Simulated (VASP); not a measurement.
# AlN (I4/mmm) in VASP: a series of runs

The runs below take AlN through single point, with PBE.

The COD entry that gives the cell may itself be a prediction, so a difference from it is no test against experiment.

Program: VASP 6.6.1. These are calculated values, not measurements. Logs are shortened: lines on timing, memory, paths and dates and some standing lists are left out, and cuts for length are marked.

**1. The cell of the first run**

It takes space group I4/mmm (No. 139, tetragonal). Conventional cell: a = 2.751 Å, b = 2.751 Å, c = 4.036 Å, α = 90.00°, β = 90.00°, γ = 90.00°. Within 2.6 Å of Al (site symmetry 4/mmm) lie 6 N at 1.94 to 2.02 Å. Within 2.6 Å of N (site symmetry 4/mmm) lie 6 Al at 1.94 to 2.02 Å.

**2. Single point, PBE**

File INCAR:

```
SYSTEM = AlN
PREC = Accurate
ENCUT = 600
EDIFF = 1E-6
ISMEAR = 0
SIGMA = 0.05
LREAL = .False.
LASPH = .True.
NELM = 120
ALGO = Normal
ISIF = 2
LWAVE = .False.
LCHARG = .False.
GGA = PE
NBANDS = 11
GGA_COMPAT = .False.
```

File KPOINTS:

```
Automatic mesh
0
Gamma
  8 8 8
  0 0 0
```

File POSCAR:

```
AlN
1.0
    0.0000000000      1.9449854091      2.0179223619
    1.9449854091      0.0000000000      2.0179223619
    1.9449854091      1.9449854091      0.0000000000
Al N
1 1
Direct
    0.0000000000      0.0000000000      0.0000000000
    0.5000000000      0.5000000000      0.5000000000
```

Potentials or basis: VASP PAW PBE potentials, release 64 (Al, N).

The run is started by

```
$ cat potpaw_PBE.64/Al/POTCAR potpaw_PBE.64/N/POTCAR > POTCAR
$ mpirun -np 1 vasp_std > vasp.out
```

OUTCAR:

```text
SYSTEM = AlN
   PREC = Accurate
   ENCUT = 600
   EDIFF = 1E-6
   ISMEAR = 0
   LREAL = .False.
   LASPH = .True.
   NELM = 120
   ISIF = 2
   GGA = PE

 ion  position               nearest neighbor table
   1  0.000  0.000  0.000-   2 1.94   2 1.94   2 1.94   2 1.94   2 2.02   2 2.02
   2  0.500  0.500  0.500-   1 1.94   1 1.94   1 1.94   1 1.94   1 2.02   1 2.02

  LATTYP: Found a body centered tetragonal cell.
 ALAT       =     2.7506247442
 C/A-ratio  =     1.4672465709

  Lattice vectors:

 A1 = (  -1.9449854091,   0.0000000000,   2.0179223619)
 A2 = (   1.9449854091,   0.0000000000,   2.0179223619)
 A3 = (   0.0000000000,   1.9449854091,  -2.0179223619)

Analysis of symmetry for initial positions (statically):
=====================================================================
 Subroutine PRICEL returns:
 Original cell was already a primitive cell.

 Routine SETGRP: Setting up the symmetry group for a
 body centered tetragonal supercell.

 Subroutine GETGRP returns: Found 16 space group operations
 (whereof 16 operations were pure point group operations)
 out of a pool of 16 trial point group operations.

The static configuration has the point symmetry D_4h.

Analysis of symmetry for dynamics (positions and initial velocities):
=====================================================================
 Subroutine PRICEL returns:
 Original cell was already a primitive cell.

 Routine SETGRP: Setting up the symmetry group for a
 body centered tetragonal supercell.

 Subroutine GETGRP returns: Found 16 space group operations
 (whereof 16 operations were pure point group operations)
 out of a pool of 16 trial point group operations.

The dynamic configuration has the point symmetry D_4h.

 Subroutine INISYM returns: Found 16 space group operations
 (whereof 16 operations are pure point group operations),
 and found     1 'primitive' translations

----------------------------------------------------------------------------------------

                                     Primitive cell

  volume of cell :      15.2675

  direct lattice vectors                    reciprocal lattice vectors
     0.000000000  1.944985409  2.017922362    -0.257071337  0.257071337  0.247779602
     1.944985409  0.000000000  2.017922362     0.257071337 -0.257071337  0.247779602
     1.944985409  1.944985409  0.000000000     0.257071337  0.257071337 -0.247779602

  length of vectors
     2.802673527  2.802673527  2.750624744     0.439961448  0.439961448  0.439961448

  position of ions in fractional coordinates (direct lattice)
     0.000000000  0.000000000  0.000000000
     0.500000000  0.500000000  0.500000000

  ion indices of the primitive-cell ions
   primitive index   ion index
                 1           1
                 2           2

----------------------------------------------------------------------------------------

 KPOINTS: Automatic mesh

Automatic generation of k-mesh.
 Grid dimensions read from file:
 generate k-points for:    8    8    8

 Generating k-lattice:

  Cartesian coordinates                     Fractional coordinates (reciprocal lattice)
    -0.032133917  0.032133917  0.030972450     0.125000000  0.000000000  0.000000000
     0.032133917 -0.032133917  0.030972450     0.000000000  0.125000000  0.000000000
     0.032133917  0.032133917 -0.030972450    -0.000000000 -0.000000000  0.125000000

  Length of vectors
     0.054995181  0.054995181  0.054995181

  Shift w.r.t. Gamma in fractional coordinates (k-lattice)
     0.000000000  0.000000000  0.000000000

 Subroutine IBZKPT returns following result:
 ===========================================

 Found     59 irreducible k-points:

 Following reciprocal coordinates:
            Coordinates               Weight
  0.000000  0.000000  0.000000      1.000000
  0.125000  0.000000  0.000000      8.000000
  0.250000  0.000000  0.000000      8.000000
  0.375000  0.000000  0.000000      8.000000
  0.500000  0.000000  0.000000      4.000000
  0.125000  0.125000  0.000000      2.000000
[... 16 lines left out ...]
  0.250000  0.000000  0.125000     16.000000
  0.375000  0.000000  0.125000     16.000000
 [... further k-points ...]
   k-points           NKPTS =     59   k-points in BZ     NKDIM =     59   number of bands    NBANDS=     11
   number of dos      NEDOS =    301   number of ions     NIONS =      2
   total plane-waves  NPLWV =  13824
   dimension x,y,z NGX =    24 NGY =   24 NGZ =   24
   dimension x,y,z NGXF=    48 NGYF=   48 NGZF=   48
   ions per type =               1   1
   NGX,Y,Z   is equivalent  to a cutoff of  14.24, 14.24, 14.51 a.u.
   NGXF,Y,Z  is equivalent  to a cutoff of  28.47, 28.47, 29.01 a.u.
 SYSTEM =  AlN
   PREC   = accura    normal or accurate (medium, high low for compatibility)
   ISTART =      0    job   : 0-new  1-cont  2-samecut
   ICHARG =      2    charge: 1-file 2-atom 10-const
   ISPIN  =      1    spin polarized calculation?
   LNONCOLLINEAR =      F non collinear calculations
   LSORBIT =      F    spin-orbit coupling
   LASPH  =      T    aspherical Exc in radial PAW
   ENCUT  =  600.0 eV  44.10 Ry    6.64 a.u.   5.60  5.60  5.49*2*pi/ulx,y,z
   NELM   =    120;   NELMIN=  2; NELMDL= -5     # of ELM steps
   EDIFF  = 0.1E-05   stopping-criterion for ELM
   LREAL  =      F    real-space projection
   EDIFFG = 0.1E-04   stopping-criterion for IOM
   NSW    =      0    number of steps for IOM
   IBRION =     -1    ionic relax: 0-MD 1-quasi-New 2-CG
   NFREE  =      0    steps in history (QN), initial steepest desc. (CG)
   ISIF   =      2    stress and relaxation
   ISYM   =      2    0-nonsym 1-usesym 2-fastsym
   POTIM  = 0.5000    time-step for ionic-motion
   TEBEG  =    0.0;   TEEND  =   0.0 temperature during run
   PSTRESS=    0.0 pullay stress
   NELECT =       8.0000    total number of electrons
   NUPDOWN=      -1.0000    fix difference up-down
   EMIN   =  10.00;   EMAX   =-10.00  energy-range for DOS
   EFERMI =   0.00;   METHOD = LEGACY
   ISMEAR =     0;   SIGMA  =   0.05  broadening in eV -4-tet -1-fermi 0-gaus
   EFERMI_NEDOS =   21; number of points for ismear=-14 and -15
   IALGO  =     38    algorithm
   IMIX   =      4    mixing-type and parameters
     AMIX     =   0.40;   BMIX     =  1.00
     AMIX_MAG =   1.60;   BMIX_MAG =  1.00
  volume/ion in A,a.u.               =       7.63        51.51
  Fermi-wavevector in a.u.,A,eV,Ry     =   1.319823  2.494104 23.700443  1.741933
  Thomas-Fermi vector in A             =   2.449694
   LORBIT       =      0    0 simple, 1 ext, 2 COOP (PROOUT), +10 PAW based schemes
   GGA     = PE    functional components
   LHFCALC =     F    Hartree Fock is set to
   AEXX    =    0.0000 exact exchange contribution
   IVDW    =     0    specifies the selected vdW correction
   LEPSILON=     F    determine dielectric tensor
   LRPA    =     F    only Hartree local field effects (RPA)
 non-spin polarized calculation
 Gauss-broadening in eV      SIGMA  =   0.05
  energy-cutoff  :      600.00
  volume of cell :       15.27
 maximum number of plane-waves:       540
 NGX is ok and might be reduce to    24
   NGX = 11   NGY = 11   NGZ = 11

 number of electron       8.0000000 magnetization

 Free energy of the ion-electron system (eV)
  ---------------------------------------------------
  ext. energy  EPLUGINS =         0.00000000
  ---------------------------------------------------
  free energy    TOTEN  =       -14.39066551 eV

  energy without entropy =      -14.39066551  energy(sigma->0) =      -14.39066551

 E-fermi :  11.4747     XC(G=0): -12.6589

 val. band max:       11.1788814867   @ k =   0.0000   0.0000   0.0000
 cond. band min:      16.0719720127   @ k =   0.5000   0.0000   0.5000
 fundamental gap:      4.8930905260
 Fermi energy:        11.4746859900

 k-point     1 :       0.0000    0.0000    0.0000
  band No.  band energies     occupation
      1      -7.2739      2.00000
      2      10.9386      2.00000
      3      10.9386      2.00000
      4      11.1789      2.00000
      5      17.8546      0.00000
      6      23.1109      0.00000
      7      23.6341      0.00000
      8      23.6341      0.00000
      9      28.8142      0.00000
     10      28.8240      0.00000
     11      30.0467      0.00000

 k-point     2 :       0.1250    0.0000    0.0000
  band No.  band energies     occupation
      1      -6.9297      2.00000
      2       9.4859      2.00000
      3      10.7560      2.00000
      4      10.8621      2.00000
      5      18.6238      0.00000
      6      22.3183      0.00000
      7      23.7371      0.00000
      8      24.1450      0.00000
      9      27.2154      0.00000
     10      28.1979      0.00000
     11      30.3398      0.00000

 k-point     3 :       0.2500    0.0000    0.0000
  band No.  band energies     occupation
      1      -5.9463      2.00000
      2       6.4950      2.00000
      3      10.3284      2.00000
      4      10.3575      2.00000
      5      18.5741      0.00000
      6      22.8725      0.00000
      7      23.5385      0.00000
      8      24.3419      0.00000
      9      27.7760      0.00000
     10      28.0417      0.00000
     11      29.4421      0.00000

 k-point     4 :       0.3750    0.0000    0.0000
  band No.  band energies     occupation
      1      -4.5571      2.00000
      2       3.6034      2.00000
      3       9.8699      2.00000
      4      10.0056      2.00000
      5      17.8770      0.00000
      6      22.6687      0.00000
      7      23.5080      0.00000
      8      24.6634      0.00000
      9      28.4020      0.00000
     10      30.5872      0.00000
     11      30.6745      0.00000
[... 239 lines left out ...]
 k-point    22 :       0.1250    0.0000    0.1250
  band No.  band energies     occupation
      1      -6.8044      2.00000
      2       9.6014      2.00000
      3      10.2707      2.00000
      4      10.5801      2.00000
      5      19.0205      0.00000
      6      21.2476      0.00000
      7      24.3595      0.00000
      8      24.5260      0.00000
      9      25.8381      0.00000
     10      29.6564      0.00000
     11      31.2528      0.00000

 k-point    23 :       0.2500    0.0000    0.1250
  band No.  band energies     occupation
      1      -6.0256      2.00000
      2       7.3947      2.00000
      3       9.8083      2.00000
      4      10.0180      2.00000
      5      19.4256      0.00000
      6      20.8595      0.00000
      7      23.5836      0.00000
      8      24.9573      0.00000
      9      26.2672      0.00000
     10      29.7059      0.00000
     11      31.6647      0.00000

 k-point    24 :       0.3750    0.0000    0.1250
  band No.  band energies     occupation
      1      -4.7491      2.00000
      2       4.6069      2.00000
      3       9.2925      2.00000
      4       9.4664      2.00000
      5      18.7465      0.00000
      6      22.2224      0.00000
      7      22.8961      0.00000
      8      24.1861      0.00000
      9      28.3637      0.00000
     10      31.0913      0.00000
     11      31.7859      0.00000

 [... further k-points ...]
[... 5 lines left out ...]
  --------------------------------------------------------------------------------------
  -------------------------------------------------------------------------------------
  Total        3.4340940      3.4340940      1.9324964      0.0000000      0.0000000     -0.0000000
  in kB      360.3758013    360.3758013    202.7972805      0.0000000      0.0000000     -0.0000000
  external PRESSURE =     307.8496277 kB  Pullay stress =       0.0000000 kB

 VOLUME and BASIS-vectors are now :
 -----------------------------------------------------------------------------
  energy-cutoff  :      600.00
  volume of cell :       15.27
      direct lattice vectors                 reciprocal lattice vectors
     0.000000000  1.944985409  2.017922362    -0.257071337  0.257071337  0.247779602
     1.944985409  0.000000000  2.017922362     0.257071337 -0.257071337  0.247779602
     1.944985409  1.944985409  0.000000000     0.257071337  0.257071337 -0.247779602

 POSITION                                       TOTAL-FORCE (eV/Angst)
 -----------------------------------------------------------------------------------
      0.00000      0.00000      0.00000         0.000000      0.000000      0.000000
      1.94499      1.94499      2.01792        -0.000000     -0.000000     -0.000000
 -----------------------------------------------------------------------------------
    total drift:                               -0.000000     -0.000000      0.000000

  FREE ENERGIE OF THE ION-ELECTRON SYSTEM (eV)
  ---------------------------------------------------
  free  energy   TOTEN  =       -14.3906655133 eV

  energy  without entropy=      -14.3906655133  energy(sigma->0) =      -14.39066551
```

Run time: 8 s. Hardware: 1 thread of AMD EPYC 9R45 (Zen 5), shared host; peak memory 0.11 GiB.

Results:

* Free energy: -14.3907 eV
* Pressure: 30.8 GPa
* Band gap on the k mesh: 4.89 eV, indirect (least direct gap 6.68 eV)

A k mesh can miss the band edges. PBE gaps usually lie below the measured ones, often by a third to a half.

**3. Single point, PBE**

File INCAR:

```
PREC = Accurate
ENCUT = 600
EDIFF = 1E-6
ISMEAR = 0
SIGMA = 0.05
LREAL = False
LASPH = True
NELM = 120
ALGO = Normal
ISIF = 2
LWAVE = False
LCHARG = False
GGA = PE
NBANDS = 11
GGA_COMPAT = False
```

File KPOINTS:

```
Automatic mesh
0
Gamma
  8 8 8
```

File POSCAR:

```
AlN
1.0
    0.0000000000      1.9221011035      2.0662586863
    1.9221011035      0.0000000000      2.0662586863
    1.9221011035      1.9221011035      0.0000000000
Al N
1 1
Direct
    0.0000000000      0.0000000000      0.0000000000
    0.5000000000      0.5000000000      0.5000000000
```

Potentials or basis: VASP PAW PBE potentials, release 64 (Al, N).

The run is started by

```
$ cat potpaw_PBE.64/Al/POTCAR potpaw_PBE.64/N/POTCAR > POTCAR
$ mpirun -np 1 vasp_std > vasp.out
```

OUTCAR:

```text
PREC = Accurate
   ENCUT = 600
   EDIFF = 1E-6
   ISMEAR = 0
   LREAL = False
   LASPH = True
   NELM = 120
   ISIF = 2
   GGA = PE

 ion  position               nearest neighbor table
   1  0.000  0.000  0.000-   2 1.92   2 1.92   2 1.92   2 1.92   2 2.07   2 2.07
   2  0.500  0.500  0.500-   1 1.92   1 1.92   1 1.92   1 1.92   1 2.07   1 2.07

  LATTYP: Found a body centered tetragonal cell.
 ALAT       =     2.7182614488
 C/A-ratio  =     1.5202795796

  Lattice vectors:

 A1 = (  -1.9221011035,   0.0000000000,   2.0662586863)
[... 514 lines left out ...]
      7      22.8047      0.00000
      8      24.0463      0.00000
      9      28.3779      0.00000
     10      31.2181      0.00000
     11      31.9051      0.00000

 [... further k-points ...]
[... 5 lines left out ...]
  --------------------------------------------------------------------------------------
  -------------------------------------------------------------------------------------
  Total        4.0999092      4.0999092      1.2500210      0.0000000     -0.0000000      0.0000000
  in kB      430.2468283    430.2468283    131.1779272      0.0000000     -0.0000000      0.0000000
  external PRESSURE =     330.5571946 kB  Pullay stress =       0.0000000 kB

 VOLUME and BASIS-vectors are now :
 -----------------------------------------------------------------------------
  energy-cutoff  :      600.00
  volume of cell :       15.27
      direct lattice vectors                 reciprocal lattice vectors
     0.000000000  1.922101103  2.066258686    -0.260131998  0.260131998  0.241983254
     1.922101103  0.000000000  2.066258686     0.260131998 -0.260131998  0.241983254
     1.922101103  1.922101103  0.000000000     0.260131998  0.260131998 -0.241983254

 POSITION                                       TOTAL-FORCE (eV/Angst)
 -----------------------------------------------------------------------------------
      0.00000      0.00000      0.00000        -0.000000      0.000000      0.000000
      1.92210      1.92210      2.06626         0.000000     -0.000000     -0.000000
 -----------------------------------------------------------------------------------
    total drift:                               -0.000000     -0.000000      0.000000

  FREE ENERGIE OF THE ION-ELECTRON SYSTEM (eV)
  ---------------------------------------------------
  free  energy   TOTEN  =       -14.3390072846 eV

  energy  without entropy=      -14.3390072846  energy(sigma->0) =      -14.33900728
```

OSZICAR:

```text
N       E                     dE             d eps       ncg     rms          rms(c)
DAV:   1     0.145003453202E+02    0.14500E+02   -0.45204E+03  1306   0.721E+02
DAV:   2    -0.153744891247E+02   -0.29875E+02   -0.28609E+02  1590   0.162E+02
DAV:   3    -0.162131287008E+02   -0.83864E+00   -0.83718E+00  1613   0.241E+01
DAV:   4    -0.162163385087E+02   -0.32098E-02   -0.32095E-02  1466   0.161E+00
DAV:   5    -0.162163654397E+02   -0.26931E-04   -0.26931E-04  1599   0.144E-01    0.804E+00
DAV:   6    -0.143725032043E+02    0.18439E+01   -0.72392E+00  1514   0.156E+01    0.289E+00
DAV:   7    -0.143449892054E+02    0.27514E-01   -0.25029E-01  1457   0.354E+00    0.190E+00
DAV:   8    -0.143393646167E+02    0.56246E-02   -0.16465E-02  1400   0.120E+00    0.376E-01
DAV:   9    -0.143389639951E+02    0.40062E-03   -0.14818E-03  1522   0.260E-01    0.168E-01
DAV:  10    -0.143390155649E+02   -0.51570E-04   -0.17607E-04  1468   0.932E-02    0.518E-02
DAV:  11    -0.143390073520E+02    0.82130E-05   -0.31671E-05  1538   0.352E-02    0.524E-03
DAV:  12    -0.143390072846E+02    0.67387E-07   -0.65024E-07   786   0.750E-03
   1 F= -.14339007E+02 E0= -.14339007E+02  d E =-.152991E-11
```

It took 7.9 s on 1 thread of AMD EPYC 9R45 (Zen 5), shared host; peak memory 0.11 GiB.

Results:

```
Free energy            : -14.3390 eV
Pressure               : 33.1 GPa
Band gap on the k mesh : 4.70 eV, indirect (least direct gap 6.45 eV)
```

Levels at points of the mesh, in eV from the valence-band top:
| k point | band 1 | band 2 | band 3 | band 4 | band 5 | band 6 | band 7 | band 8 | band 9 |
| --- | --- | --- | --- | --- | --- | --- | --- | --- | --- |
| (0.00, 0.00, 0.00) | -18.57 | -0.43 | -0.43 | 0.00 | 6.45 | 11.53 | 12.56 | 12.56 | 17.06 |
| (0.50, 0.00, 0.00) | -14.99 | -9.10 | -1.71 | -1.35 | 6.17 | 10.88 | 12.32 | 14.10 | 16.83 |
| (0.50, 0.50, 0.00) | -14.37 | -8.43 | -2.89 | -2.89 | 5.39 | 5.75 | 14.14 | 18.83 | 18.83 |
| (0.50, 0.00, 0.50) | -13.69 | -8.07 | -3.93 | -2.98 | 4.70 | 4.93 | 15.04 | 16.76 | 19.32 |

A k mesh can miss the band edges. A hybrid or GW would open this gap; PBE tends to underestimate it.
